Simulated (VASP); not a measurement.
# ZnCu3 (R-3m) in VASP: single point with PBEsol

Aim: the single point of ZnCu3 with PBEsol.

All numbers are computed with VASP 6.6.1; they aren't measurements. Logs are shortened: lines on timing, memory, paths and dates and some standing lists are left out, and cuts for length are marked.

**1. The cell of the first run**

Symmetry: R-3m, No. 166, trigonal system. The conventional cell has a = 2.567 Å, b = 2.567 Å, c = 25.133 Å, α = 90.00°, β = 90.00°, γ = 120.00°. Zn (site symmetry -3m) has 6 Zn at 2.57 Å and 6 Cu at 2.60 Å within 3.4 Å. Within 3.3 Å of Cu (site symmetry 3m) lie 9 Cu at 2.53 to 2.57 Å and 3 Zn at 2.60 Å. Cu (site symmetry -3m) has 12 Cu at 2.53 to 2.57 Å within 3.3 Å.

**2. Single point, PBEsol**

The input, INCAR:

```
PREC     = Accurate       # precision mode
ENCUT    = 520            # plane-wave cutoff, eV
EDIFF    = 1E-6           # SCF threshold, eV
ISMEAR   = 1              # smearing method
SIGMA    = 0.05           # smearing width, eV
LREAL    = False          # projectors in reciprocal space
LASPH    = True           # aspherical terms in the spheres
NELM     = 60             # most SCF steps
ALGO     = Normal         # electronic algorithm
ISIF     = 2              # what is computed and relaxed
LWAVE    = False          # write WAVECAR
LCHARG   = True           # write CHGCAR
GGA      = PS             # functional
LELF     = True           # ELF
LVHAR    = True         
NBANDS   = 30             # bands
```

The input, KPOINTS:

```
Automatic mesh
0
Gamma
  10 10 10
```

The input, POSCAR:

```
ZnCu3
1.0
    1.2834380000      0.7409930000      8.3776400000
   -1.2834380000      0.7409930000      8.3776400000
    0.0000000000     -1.4819870000      8.3776400000
Zn Cu
1 3
Direct
    0.0000000000      0.0000000000      0.0000000000
    0.2484970000      0.2484970000      0.2484970000
    0.5000000000      0.5000000000      0.5000000000
    0.7515030000      0.7515030000      0.7515030000
```

Potentials or basis: VASP PAW PBE potentials, release 64 (Zn, Cu).

The run is started by

```console
cat potpaw_PBE.64/Zn/POTCAR potpaw_PBE.64/Cu/POTCAR > POTCAR
mpirun -np 1 vasp_std > vasp.out
```

OUTCAR:

```text
PREC = Accurate
   ENCUT = 520
   EDIFF = 1E-6
   ISMEAR = 1
   LREAL = False
   LASPH = True
   NELM = 60
   ISIF = 2
   GGA = PS

 ion  position               nearest neighbor table
   1  0.000  0.000  0.000-   4 2.60   4 2.60   2 2.60   2 2.60   4 2.60   2 2.60
   2  0.248  0.248  0.248-   3 2.53   3 2.53   3 2.53   1 2.60   1 2.60   1 2.60
   3  0.500  0.500  0.500-   2 2.53   2 2.53   4 2.53   4 2.53   2 2.53   4 2.53
   4  0.752  0.752  0.752-   3 2.53   3 2.53   3 2.53   1 2.60   1 2.60   1 2.60

  LATTYP: Found a trigonal (rhomboedric) cell.
 ALAT       =     8.5077103674
 COS(alpha) =     0.9544850116

  Lattice vectors:

 A1 = (   1.2834380000,   0.7409930000,   8.3776400000)
 A2 = (  -1.2834380000,   0.7409930000,   8.3776400000)
 A3 = (   0.0000000000,  -1.4819870000,   8.3776400000)

Analysis of symmetry for initial positions (statically):
=====================================================================
 Subroutine PRICEL returns:
 Original cell was already a primitive cell.

 Routine SETGRP: Setting up the symmetry group for a
 trigonal (rhombohedral) supercell.

 Subroutine GETGRP returns: Found 12 space group operations
 (whereof 12 operations were pure point group operations)
 out of a pool of 12 trial point group operations.

The static configuration has the point symmetry D_3d.

Analysis of symmetry for dynamics (positions and initial velocities):
=====================================================================
 Subroutine PRICEL returns:
 Original cell was already a primitive cell.

 Routine SETGRP: Setting up the symmetry group for a
 trigonal (rhombohedral) supercell.

 Subroutine GETGRP returns: Found 12 space group operations
 (whereof 12 operations were pure point group operations)
 out of a pool of 12 trial point group operations.

The dynamic configuration has the point symmetry D_3d.

 Subroutine INISYM returns: Found 12 space group operations
 (whereof 12 operations are pure point group operations),
 and found     1 'primitive' translations

----------------------------------------------------------------------------------------

                                     Primitive cell

  volume of cell :      47.8038

  direct lattice vectors                    reciprocal lattice vectors
     1.283438000  0.740993000  8.377640000     0.389578616  0.224923301  0.039788462
[... 81 lines left out ...]
   PREC   = accura    normal or accurate (medium, high low for compatibility)
   ISTART =      0    job   : 0-new  1-cont  2-samecut
   ICHARG =      2    charge: 1-file 2-atom 10-const
   ISPIN  =      1    spin polarized calculation?
   LNONCOLLINEAR =      F non collinear calculations
   LSORBIT =      F    spin-orbit coupling
   LASPH  =      T    aspherical Exc in radial PAW
   ENCUT  =  520.0 eV  38.22 Ry    6.18 a.u.  15.82 15.82 15.82*2*pi/ulx,y,z
   NELM   =     60;   NELMIN=  2; NELMDL= -5     # of ELM steps
   EDIFF  = 0.1E-05   stopping-criterion for ELM
   LREAL  =      F    real-space projection
[... 7 lines left out ...]
   TEBEG  =    0.0;   TEEND  =   0.0 temperature during run
   PSTRESS=    0.0 pullay stress
   NELECT =      45.0000    total number of electrons
   NUPDOWN=      -1.0000    fix difference up-down
   EMIN   =  10.00;   EMAX   =-10.00  energy-range for DOS
   EFERMI =   0.00;   METHOD = LEGACY
   ISMEAR =     1;   SIGMA  =   0.05  broadening in eV -4-tet -1-fermi 0-gaus
   EFERMI_NEDOS =   21; number of points for ismear=-14 and -15
   IALGO  =     38    algorithm
   IMIX   =      4    mixing-type and parameters
     AMIX     =   0.40;   BMIX     =  1.00
     AMIX_MAG =   1.60;   BMIX_MAG =  1.00
  volume/ion in A,a.u.               =      11.95        80.65
  Fermi-wavevector in a.u.,A,eV,Ry     =   1.604445  3.031962 35.024732  2.574245
  Thomas-Fermi vector in A             =   2.700949
   LORBIT       =      0    0 simple, 1 ext, 2 COOP (PROOUT), +10 PAW based schemes
   GGA     = PS    functional components
   LHFCALC =     F    Hartree Fock is set to
   AEXX    =    0.0000 exact exchange contribution
   IVDW    =     0    specifies the selected vdW correction
   LEPSILON=     F    determine dielectric tensor
   LRPA    =     F    only Hartree local field effects (RPA)
 non-spin polarized calculation
 Methfessel and Paxton  Order N= 1 SIGMA  =   0.05
  energy-cutoff  :      520.00
  volume of cell :       47.80
 maximum number of plane-waves:      1301
   NGX = 31   NGY = 31   NGZ = 31

 number of electron      44.9999995 magnetization

 Free energy of the ion-electron system (eV)
  ---------------------------------------------------
  ext. energy  EPLUGINS =         0.00000000
  ---------------------------------------------------
  free energy    TOTEN  =       -14.56914683 eV

  energy without entropy =      -14.56942925  energy(sigma->0) =      -14.56924097

 E-fermi :   6.6488     XC(G=0): -12.8920

 val. band max:        6.6231700372   @ k =  -0.4000   0.1000   0.0000
 cond. band min:       6.6511886642   @ k =  -0.2000   0.3000   0.1000
 fundamental gap:      0.0280186270
 Fermi energy:         6.6487793494

 k-point     1 :       0.0000    0.0000    0.0000
  band No.  band energies     occupation
      1      -3.8958      2.00000
      2      -2.0561      2.00000
      3      -1.2095      2.00000
      4      -1.2095      2.00000
      5      -1.0096      2.00000
      6      -0.8149      2.00000
[... 781 lines left out ...]
     29      16.8753      0.00000
     30      17.0619      0.00000

 [... further k-points ...]

------------------------ aborting loop because EDIFF is reached ----------------------------------------

  FORCE on cell =-STRESS in cart. coord.  units (eV):
  Direction    XX          YY          ZZ          XY          YZ          ZX
  --------------------------------------------------------------------------------------
  -------------------------------------------------------------------------------------
  Total       -0.0317207     -0.0317207     -0.6962731      0.0000000      0.0000000     -0.0000000
  in kB       -1.0631419     -1.0631421    -23.3360872      0.0000000      0.0000009     -0.0000000
  external PRESSURE =      -8.4874571 kB  Pullay stress =       0.0000000 kB

 VOLUME and BASIS-vectors are now :
 -----------------------------------------------------------------------------
  energy-cutoff  :      520.00
  volume of cell :       47.80
      direct lattice vectors                 reciprocal lattice vectors
     1.283438000  0.740993000  8.377640000     0.389578616  0.224923301  0.039788462
    -1.283438000  0.740993000  8.377640000    -0.389578616  0.224923301  0.039788462
     0.000000000 -1.481987000  8.377640000     0.000000000 -0.449846602  0.039788435

 POSITION                                       TOTAL-FORCE (eV/Angst)
 -----------------------------------------------------------------------------------
      0.00000      0.00000      0.00000         0.000000     -0.000000     -0.000000
      0.00000     -0.00000      6.24546         0.000000      0.000000     -0.064412
      0.00000     -0.00000     12.56646        -0.000000     -0.000000      0.000000
      0.00000     -0.00000     18.88746         0.000000     -0.000000      0.064412
 -----------------------------------------------------------------------------------
    total drift:                                0.000000      0.000000      0.000000

  FREE ENERGIE OF THE ION-ELECTRON SYSTEM (eV)
  ---------------------------------------------------
  free  energy   TOTEN  =       -14.5691468292 eV

  energy  without entropy=      -14.5694292500  energy(sigma->0) =      -14.56924097
```

stdout:

```text
POSCAR found type information on POSCAR ZnCu
 POSCAR found :  2 types and       4 ions
 scaLAPACK will be used
 -----------------------------------------------------------------------------
|                                                                             |
|                                                                             |
|     You enforced a specific xc type in the INCAR file but a different       |
|     I HOPE YOU KNOW WHAT YOU ARE DOING!                                     |
|                                                                             |
 -----------------------------------------------------------------------------

 LDA part: xc-table for (Slater+PW92), standard interpolation
 POSCAR, INCAR and KPOINTS ok, starting setup
 FFT: planning ... GRIDC
 FFT: planning ... GRID_SOFT
 FFT: planning ... GRID
 WAVECAR not read
 entering main loop
```

It took 13 min on 1 thread of Intel Xeon 6975P-C (Granite Rapids), shared host; peak memory 0.6 GiB.

Results:

| Item | Value |
| --- | --- |
| Free energy | -14.5691 eV |
| Pressure | -0.8 GPa |
| Largest force | 0.064 eV/Å |
| Band gap on the k mesh | zero (an odd number of electrons rules out a gap without spin polarisation) |

Forces on the atoms (eV/Å):
```
Zn   0.000  0.000  0.000
Cu   0.000  0.000 -0.064
Cu   0.000  0.000  0.000
Cu   0.000  0.000  0.064
```

Stress tensor (GPa, compression positive):
```
-0.11  0.00  0.00
 0.00 -0.11  0.00
 0.00  0.00 -2.33
```

Levels at points of the mesh, in eV from the Fermi level:
```tsv
k point	band 19	band 20	band 21	band 22	band 23	band 24	band 25	band 26	band 27	band 28
(0.00, 0.00, 0.00)	-2.34	-2.30	-2.30	-1.82	-1.82	-1.70	2.55	11.43	11.47	20.02
(0.50, 0.00, 0.00)	-1.77	-1.52	-1.12	-0.84	0.57	0.71	2.63	4.08	6.98	8.28
(0.50, 0.50, 0.00)	-1.79	-1.77	-1.52	-0.27	0.04	1.07	2.46	5.71	5.81	5.96
(0.50, 0.50, 0.50)	-2.32	-2.32	-2.31	-2.31	-1.83	-1.83	5.23	6.41	17.61	18.14
```

Caveat: the PAW data sets were made with another functional, which shifts forces and pressure a little.
